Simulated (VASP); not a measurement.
# SmTa3Cl2 (P3m1) in VASP: a series of runs

SmTa3Cl2 is run at these levels: PBE; tasks: single point.

All numbers are computed with VASP 6.6.1; they aren't measurements. Logs are shortened: lines on timing, memory, paths and dates and some standing lists are left out, and cuts for length are marked.

### Step 1. The cell of the first run

The structure is trigonal, space group P3m1 (No. 156). Conventional cell: a = 6.017 Å, b = 6.017 Å, c = 5.522 Å, α = 90.00°, β = 90.00°, γ = 120.00°. Within 3.6 Å of Sm (site symmetry 3m) lie 2 Cl at 2.73 to 2.80 Å and 6 Ta at 3.03 Å. Ta (site symmetry m) has 4 Ta at 2.60 to 3.42 Å and 1 Cl at 2.63 Å and 2 Sm at 3.03 Å within 3.5 Å. Cl (site symmetry 3m) has 3 Ta at 2.63 Å and 3 Cl at 3.57 Å within 3.6 Å. Cl (site symmetry 3m) has 2 Sm at 2.73 to 2.80 Å and 3 Cl at 3.57 Å within 3.6 Å.

The cell was built from a structure type or drawn by symmetry, and may not be a known phase.

### Step 2. Single point, PBE

Input file INCAR:

```
PREC = Accurate
ENCUT = 500
EDIFF = 1E-6
ISMEAR = 0
SIGMA = 0.2
LREAL = False
LASPH = True
NELM = 200
ALGO = Normal
ISIF = 2
LWAVE = False
LCHARG = False
GGA = PE
NBANDS = 38
GGA_COMPAT = False
LMAXMIX = 6
```

Input file KPOINTS:

```
Automatic mesh
0
Gamma
  3 3 3
```

Input file POSCAR:

```
SmTa3Cl2
1.0
    6.0174408151      0.0000000000      0.0000000000
   -3.0087204076      5.2112566117      0.0000000000
    0.0000000000      0.0000000000      5.5217316544
Sm Ta Cl
1 3 2
Direct
    0.0000000000      0.0000000000      0.7357011267
    0.5225065096      0.4774934904      0.7821568635
    0.5225065096      0.0450130193      0.7821568635
    0.9549869807      0.4774934904      0.7821568635
    0.3333333333      0.6666666667      0.0962659098
    0.0000000000      0.0000000000      0.2420201531
```

Potentials or basis: VASP PAW PBE potentials, release 64 (Sm_3, Ta_pv, Cl), 4f in core.

Command:

```
cat potpaw_PBE.64/Sm_3/POTCAR potpaw_PBE.64/Ta_pv/POTCAR potpaw_PBE.64/Cl/POTCAR > POTCAR
mpirun -np 1 vasp_std > vasp.out
```

OUTCAR:

```text
PREC = Accurate
   ENCUT = 500
   EDIFF = 1E-6
   ISMEAR = 0
   LREAL = False
   LASPH = True
   NELM = 200
   ISIF = 2
   GGA = PE

 ion  position               nearest neighbor table
   1  0.000  0.000  0.736-   6 2.73   6 2.80   3 3.03   4 3.03   2 3.03   2 3.03   3 3.03   4 3.03

   2  0.523  0.477  0.782-   4 2.60   3 2.60   5 2.63   1 3.03   1 3.03   4 3.42   3 3.42
   3  0.523  0.045  0.782-   4 2.60   2 2.60   5 2.63   1 3.03   1 3.03   4 3.42   2 3.42
   4  0.955  0.477  0.782-   2 2.60   3 2.60   5 2.63   1 3.03   1 3.03   2 3.42   3 3.42
   5  0.333  0.667  0.096-   4 2.63   2 2.63   3 2.63
   6  0.000  0.000  0.242-   1 2.73   1 2.80

  LATTYP: Found a hexagonal cell.
 ALAT       =     6.0174408151
 C/A-ratio  =     0.9176212653

  Lattice vectors:

 A1 = (   6.0174408151,   0.0000000000,   0.0000000000)
 A2 = (  -3.0087204076,   5.2112566117,   0.0000000000)
 A3 = (   0.0000000000,   0.0000000000,   5.5217316544)

Analysis of symmetry for initial positions (statically):
=====================================================================
 Subroutine PRICEL returns:
 Original cell was already a primitive cell.

 Routine SETGRP: Setting up the symmetry group for a
 hexagonal supercell.

 Subroutine GETGRP returns: Found  6 space group operations
 (whereof  6 operations were pure point group operations)
 out of a pool of 24 trial point group operations.

The static configuration has the point symmetry C_3v.

Analysis of symmetry for dynamics (positions and initial velocities):
=====================================================================
 Subroutine PRICEL returns:
 Original cell was already a primitive cell.

 Routine SETGRP: Setting up the symmetry group for a
 hexagonal supercell.

 Subroutine GETGRP returns: Found  6 space group operations
 (whereof  6 operations were pure point group operations)
 out of a pool of 24 trial point group operations.

The dynamic configuration has the point symmetry C_3v.

 Subroutine INISYM returns: Found  6 space group operations
 (whereof  6 operations are pure point group operations),
 and found     1 'primitive' translations

----------------------------------------------------------------------------------------

                                     Primitive cell

  volume of cell :     173.1528

  direct lattice vectors                    reciprocal lattice vectors
     6.017440815  0.000000000  0.000000000     0.166183604  0.095946148  0.000000000
    -3.008720408  5.211256612  0.000000000     0.000000000  0.191892297  0.000000000
     0.000000000  0.000000000  5.521731654     0.000000000  0.000000000  0.181102607

  length of vectors
     6.017440815  6.017440815  5.521731654     0.191892297  0.191892297  0.181102607

  position of ions in fractional coordinates (direct lattice)
     0.000000000  0.000000000  0.735701127
     0.522506510  0.477493490  0.782156863
     0.522506510  0.045013019  0.782156863
     0.954986981  0.477493490  0.782156863
     0.333333333  0.666666667  0.096265910
     0.000000000  0.000000000  0.242020153

  ion indices of the primitive-cell ions
   primitive index   ion index
                 1           1
                 2           2
                 3           3
                 4           4
                 5           5
                 6           6

----------------------------------------------------------------------------------------

 KPOINTS: Automatic mesh

Automatic generation of k-mesh.
 Grid dimensions read from file:
 generate k-points for:    3    3    3

 Generating k-lattice:

  Cartesian coordinates                     Fractional coordinates (reciprocal lattice)
     0.055394535  0.031982049  0.000000000     0.333333333 -0.000000000  0.000000000
     0.000000000  0.063964099  0.000000000     0.000000000  0.333333333  0.000000000
     0.000000000  0.000000000  0.060367536     0.000000000  0.000000000  0.333333333

  Length of vectors
     0.063964099  0.063964099  0.060367536

  Shift w.r.t. Gamma in fractional coordinates (k-lattice)
     0.000000000  0.000000000  0.000000000

 Subroutine IBZKPT returns following result:
 ===========================================

 Found      7 irreducible k-points:

 Following reciprocal coordinates:
            Coordinates               Weight
  0.000000  0.000000  0.000000      1.000000
  0.333333 -0.000000  0.000000      6.000000
  0.333333  0.333333  0.000000      2.000000
  0.000000  0.000000  0.333333      2.000000
  0.333333 -0.000000  0.333333      6.000000
  0.000000  0.333333  0.333333      6.000000
  0.333333  0.333333  0.333333      4.000000
   k-points           NKPTS =      7   k-points in BZ     NKDIM =      7   number of bands    NBANDS=     38
   number of dos      NEDOS =    301   number of ions     NIONS =      6
   total plane-waves  NPLWV =  92160
   dimension x,y,z NGX =    48 NGY =   48 NGZ =   40
   dimension x,y,z NGXF=    96 NGYF=   96 NGZF=   80
   ions per type =               1   3   2
   NGX,Y,Z   is equivalent  to a cutoff of  13.26, 13.26, 12.04 a.u.
   NGXF,Y,Z  is equivalent  to a cutoff of  26.52, 26.52, 24.09 a.u.
 SYSTEM =  unknown system
   PREC   = accura    normal or accurate (medium, high low for compatibility)
   ISTART =      0    job   : 0-new  1-cont  2-samecut
   ICHARG =      2    charge: 1-file 2-atom 10-const
   ISPIN  =      1    spin polarized calculation?
   LNONCOLLINEAR =      F non collinear calculations
   LSORBIT =      F    spin-orbit coupling
   LASPH  =      T    aspherical Exc in radial PAW
   ENCUT  =  500.0 eV  36.75 Ry    6.06 a.u.  10.97 10.97 10.07*2*pi/ulx,y,z
   NELM   =    200;   NELMIN=  2; NELMDL= -5     # of ELM steps
   EDIFF  = 0.1E-05   stopping-criterion for ELM
   LREAL  =      F    real-space projection
   EDIFFG = 0.1E-04   stopping-criterion for IOM
   NSW    =      0    number of steps for IOM
   IBRION =     -1    ionic relax: 0-MD 1-quasi-New 2-CG
   NFREE  =      0    steps in history (QN), initial steepest desc. (CG)
   ISIF   =      2    stress and relaxation
   ISYM   =      2    0-nonsym 1-usesym 2-fastsym
   POTIM  = 0.5000    time-step for ionic-motion
   TEBEG  =    0.0;   TEEND  =   0.0 temperature during run
   PSTRESS=    0.0 pullay stress
   NELECT =      58.0000    total number of electrons
   NUPDOWN=      -1.0000    fix difference up-down
   EMIN   =  10.00;   EMAX   =-10.00  energy-range for DOS
   EFERMI =   0.00;   METHOD = LEGACY
   ISMEAR =     0;   SIGMA  =   0.20  broadening in eV -4-tet -1-fermi 0-gaus
   EFERMI_NEDOS =   21; number of points for ismear=-14 and -15
   IALGO  =     38    algorithm
   IMIX   =      4    mixing-type and parameters
     AMIX     =   0.40;   BMIX     =  1.00
     AMIX_MAG =   1.60;   BMIX_MAG =  1.00
  volume/ion in A,a.u.               =      28.86       194.75
  Fermi-wavevector in a.u.,A,eV,Ry     =   1.136949  2.148522 17.587611  1.292653
  Thomas-Fermi vector in A             =   2.273654
   LORBIT       =      0    0 simple, 1 ext, 2 COOP (PROOUT), +10 PAW based schemes
   GGA     = PE    functional components
   LHFCALC =     F    Hartree Fock is set to
   AEXX    =    0.0000 exact exchange contribution
   IVDW    =     0    specifies the selected vdW correction
   LEPSILON=     F    determine dielectric tensor
   LRPA    =     F    only Hartree local field effects (RPA)
 non-spin polarized calculation
 Gauss-broadening in eV      SIGMA  =   0.20
  energy-cutoff  :      500.00
  volume of cell :      173.15
 maximum number of plane-waves:      4413
 NGX is ok and might be reduce to    48
   NGX = 21   NGY = 21   NGZ = 21

 number of electron      57.9999996 magnetization

 Free energy of the ion-electron system (eV)
  ---------------------------------------------------
  ext. energy  EPLUGINS =         0.00000000
  ---------------------------------------------------
  free energy    TOTEN  =       -39.76242377 eV

  energy without entropy =      -39.62759235  energy(sigma->0) =      -39.69500806

 E-fermi :   2.3809     XC(G=0):  -9.1736

 val. band max:        2.2733665056   @ k =   0.3333   0.3333   0.3333
 cond. band min:       2.4015624842   @ k =   0.3333   0.3333   0.0000
 fundamental gap:      0.1281959786
 Fermi energy:         2.3808779983

 k-point     1 :       0.0000    0.0000    0.0000
  band No.  band energies     occupation
      1     -37.9068      2.00000
      2     -32.6522      2.00000
      3     -32.2180      2.00000
      4     -32.2180      2.00000
      5     -32.2069      2.00000
      6     -32.0456      2.00000
[... 30 lines left out ...]
     37       5.4130      0.00000
     38       6.5264      0.00000

 k-point     2 :       0.3333   -0.0000    0.0000
  band No.  band energies     occupation
      1     -37.9112      2.00000
      2     -32.6018      2.00000
      3     -32.2005      2.00000
      4     -32.1947      2.00000
      5     -32.1801      2.00000
      6     -32.0536      2.00000
[... 30 lines left out ...]
     37       4.8698      0.00000
     38       5.3570      0.00000

 k-point     3 :       0.3333    0.3333    0.0000
  band No.  band energies     occupation
      1     -37.9134      2.00000
      2     -32.5734      2.00000
      3     -32.1926      2.00000
      4     -32.1855      2.00000
      5     -32.1650      2.00000
      6     -32.0581      2.00000
[... 30 lines left out ...]
     37       5.3385      0.00000
     38       5.3717      0.00000

 k-point     4 :       0.0000    0.0000    0.3333
  band No.  band energies     occupation
      1     -37.9065      2.00000
      2     -32.6522      2.00000
      3     -32.2180      2.00000
      4     -32.2180      2.00000
      5     -32.2071      2.00000
      6     -32.0457      2.00000
[... 30 lines left out ...]
     37       5.4948      0.00000
     38       6.2323      0.00000

 k-point     5 :       0.3333   -0.0000    0.3333
  band No.  band energies     occupation
      1     -37.9110      2.00000
      2     -32.6018      2.00000
      3     -32.2006      2.00000
      4     -32.1948      2.00000
      5     -32.1801      2.00000
      6     -32.0538      2.00000
[... 30 lines left out ...]
     37       4.8088      0.00000
     38       5.6193      0.00000

 k-point     6 :       0.0000    0.3333    0.3333
  band No.  band energies     occupation
      1     -37.9110      2.00000
      2     -32.6018      2.00000
      3     -32.2006      2.00000
      4     -32.1948      2.00000
      5     -32.1801      2.00000
      6     -32.0538      2.00000
[... 30 lines left out ...]
     37       4.8255      0.00000
     38       5.6068      0.00000

 k-point     7 :       0.3333    0.3333    0.3333
  band No.  band energies     occupation
      1     -37.9132      2.00000
      2     -32.5734      2.00000
      3     -32.1928      2.00000
      4     -32.1855      2.00000
      5     -32.1650      2.00000
      6     -32.0582      2.00000
[... 30 lines left out ...]
     37       5.4696      0.00000
     38       5.4878      0.00000

------------------------ aborting loop because EDIFF is reached ----------------------------------------

  FORCE on cell =-STRESS in cart. coord.  units (eV):
  Direction    XX          YY          ZZ          XY          YZ          ZX
  --------------------------------------------------------------------------------------
  -------------------------------------------------------------------------------------
  Total       -0.0476849     -0.0476849      0.3389211      0.0000000      0.0000000      0.0000000
  in kB       -0.4412265     -0.4412265      3.1360255      0.0000000      0.0000000      0.0000000
  external PRESSURE =       0.7511909 kB  Pullay stress =       0.0000000 kB

 VOLUME and BASIS-vectors are now :
 -----------------------------------------------------------------------------
  energy-cutoff  :      500.00
  volume of cell :      173.15
      direct lattice vectors                 reciprocal lattice vectors
     6.017440815  0.000000000  0.000000000     0.166183604  0.095946148  0.000000000
    -3.008720408  5.211256612  0.000000000     0.000000000  0.191892297  0.000000000
     0.000000000  0.000000000  5.521731654     0.000000000  0.000000000  0.181102607

 POSITION                                       TOTAL-FORCE (eV/Angst)
 -----------------------------------------------------------------------------------
      0.00000      0.00000      4.06234         0.000000      0.000000     -0.042375
      1.70751      2.48834      4.31886         0.058454     -0.033748     -0.014860
      3.00872      0.23457      4.31886        -0.000000      0.067497     -0.014860
      4.30993      2.48834      4.31886        -0.058454     -0.033748     -0.014860
     -0.00000      3.47417      0.53155         0.000000     -0.000000      0.084623
      0.00000      0.00000      1.33637         0.000000      0.000000      0.002332
 -----------------------------------------------------------------------------------
    total drift:                                0.000001     -0.000000      0.000045

  FREE ENERGIE OF THE ION-ELECTRON SYSTEM (eV)
  ---------------------------------------------------
  free  energy   TOTEN  =       -39.7624237699 eV

  energy  without entropy=      -39.6275923481  energy(sigma->0) =      -39.69500806
```

Run time: 45 s. Hardware: 1 thread of Intel Xeon Platinum 8259CL at 2.50GHz (Skylake/Cascade Lake), shared host; peak memory 0.3 GiB.

Results:

```
Free energy            : -39.7624 eV
Pressure               : 0.1 GPa
Largest force          : 0.085 eV/Å
Band gap on the k mesh : zero (bands 29 and 30 overlap by 0.02 eV)
```

Forces in eV/Å, atoms in the order of the input:
```
Sm   0.000  0.000 -0.042
Ta   0.058 -0.034 -0.015
Ta   0.000  0.067 -0.015
Ta  -0.058 -0.034 -0.015
Cl   0.000  0.000  0.085
Cl   0.000  0.000  0.002
```

Caveat: the k points lie up to 0.40 Å⁻¹ apart; spin-orbit coupling is left out, which moves the levels of the heavy elements; the 4f electrons are frozen in the core, so they carry no moment and show no levels; the run has no spin polarisation, though such a crystal can be magnetic. Spin polarisation is off, so any magnetic state and its effect on volume and gap are missing.

### Step 3. Single point, PBE (21.25 Å³/atom)

This run uses another cell than the first one, of 21.25 Å³/atom.

Input file INCAR:

```
ALGO     = Normal         # electronic algorithm
EDIFF    = 1E-6           # SCF threshold, eV
ENCUT    = 500            # plane-wave cutoff, eV
GGA      = PE             # functional
GGA_COMPAT= False        
ISIF     = 2              # what is computed and relaxed
ISMEAR   = 0              # smearing method
LASPH    = True           # aspherical terms in the spheres
LCHARG   = True           # write CHGCAR
LELF     = True           # ELF
LMAXMIX  = 6              # l up to which the mixer works
LREAL    = False          # projectors in reciprocal space
LVHAR    = True         
LWAVE    = False          # write WAVECAR
NBANDS   = 38             # bands
NELM     = 200            # most SCF steps
PREC     = Accurate       # precision mode
SIGMA    = 0.1            # smearing width, eV
```

Input file KPOINTS:

```
k-points
0
Gamma
  6 6 6
```

Input file POSCAR:

```
SmTa3Cl2
1.0
    4.8188237322      0.0000000000      0.0000000000
   -2.4094118661      4.1732237684      0.0000000000
    0.0000000000      0.0000000000      6.3413000877
Sm Ta Cl
1 3 2
Direct
    0.6666666667      0.3333333333      0.9606642504
    0.0000000000      0.0000000000      0.5699110656
    0.3333333333      0.6666666667      0.4593771441
    0.6666666667      0.3333333333      0.4841563801
    0.0000000000      0.0000000000      0.9512693451
    0.3333333333      0.6666666667      0.0746218147
```

Potentials or basis: VASP PAW PBE potentials, release 64 (Sm_3, Ta_pv, Cl), 4f in core.

Command:

```
cat potpaw_PBE.64/Sm_3/POTCAR potpaw_PBE.64/Ta_pv/POTCAR potpaw_PBE.64/Cl/POTCAR > POTCAR
mpirun -np 1 vasp_std > vasp.out
```

Run time: 81 s. Hardware: 1 thread of Intel Xeon 6975P-C (Granite Rapids), shared host; peak memory 0.32 GiB.

It converged, with:

| Item | Value |
| --- | --- |
| Free energy | -45.0578 eV |
| Pressure | 4.3 GPa |
| Largest force | 0.021 eV/Å |
| Band gap on the k mesh | zero (bands 29 and 30 overlap by 0.93 eV) |

Forces on the atoms (eV/Å):
```
Sm   0.000  0.000  0.012
Ta   0.000  0.000 -0.021
Ta   0.000  0.000  0.002
Ta   0.000  0.000  0.001
Cl   0.000  0.000  0.015
Cl   0.000  0.000 -0.009
```

Levels at points of the mesh, in eV from the Fermi level:
| k point | band 27 | band 28 | band 29 | band 30 | band 31 | band 32 |
| --- | --- | --- | --- | --- | --- | --- |
| (0.00, 0.00, 0.00) | -1.03 | -0.32 | 0.26 | 0.26 | 0.91 | 0.91 |
| (0.50, 0.00, 0.00) | -0.93 | -0.86 | -0.62 | -0.55 | 1.73 | 1.78 |
| (0.00, 0.00, 0.50) | -0.99 | 0.38 | 0.38 | 0.65 | 0.65 | 0.66 |
| (0.50, 0.00, 0.50) | -0.92 | -0.80 | -0.60 | 0.62 | 0.77 | 1.70 |

Caveat: the cell stands under pressure; spin-orbit coupling is left out, which moves the levels of the heavy elements; the 4f electrons are frozen in the core, so they carry no moment and show no levels; the run has no spin polarisation, though such a crystal can be magnetic.
